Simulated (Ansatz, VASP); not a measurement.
One calculation of Si3N4, two programs

```xyz
14
Lattice="7.6020 0.0000 0.0000 -3.8010 6.5835 0.0000 0.0000 0.0000 2.9060" Properties=species:S:1:pos:R:3 pbc="T T T"
Si    5.1764    1.1460    0.7265
Si    1.5957    5.0559    2.1795
Si    4.0213    3.9099    0.7265
Si   -1.3754    5.4375    2.1795
Si    2.2053    1.5276    0.7265
Si   -0.2203    2.6736    2.1795
N    -1.0262    2.1718    0.7265
N     5.2081    0.1972    2.1795
N     2.4333    4.6089    0.7265
N     4.8272    4.4117    2.1795
N    -1.4071    6.3863    0.7265
N     1.3677    1.9746    2.1795
N     3.8010    2.1945    0.7265
N     0.0000    4.3890    2.1795
```

Alike in both runs: task electric field gradients; functional LDA; k mesh 4 × 4 × 10; occupations fermi-dirac, width 0.02 eV; no spin polarisation.

```csv
,VASP,Ansatz
version,VASP 6.6.1,Ansatz 0.2.0
potentials or method,"VASP PAW LDA potentials, release 64 (Si, N)","plane-wave PAW, scalar-relativistic"
plane-wave cutoff (eV),520,420
valence electrons in the cell,64,64
```

VASP gave:

| Quantity | Value |
| --- | --- |
| gap on the k mesh at the Fermi level (eV) | 4.14 |
| pressure (GPa) | -2.8 |
| traceless stress, the component that is largest in VASP (GPa) | -0.43 |
| rms of the force components (eV/Å) | 0.016 |
| size of Vzz on the site where it differs most (V/Å²) | 43.7 |

What did Ansatz give for the same quantities?

gap on the k mesh at the Fermi level (eV): 4.16; pressure (GPa): -3.1; traceless stress, the component that is largest in VASP (GPa): -0.42; rms of the force components (eV/Å): 0.017; size of Vzz on the site where it differs most (V/Å²): 46.9.

LDA's correlation is that of Perdew and Zunger in VASP and of Perdew and Wang (1992) in Ansatz. Atom by atom the forces differ by 0.002 eV/Å (rms over components).
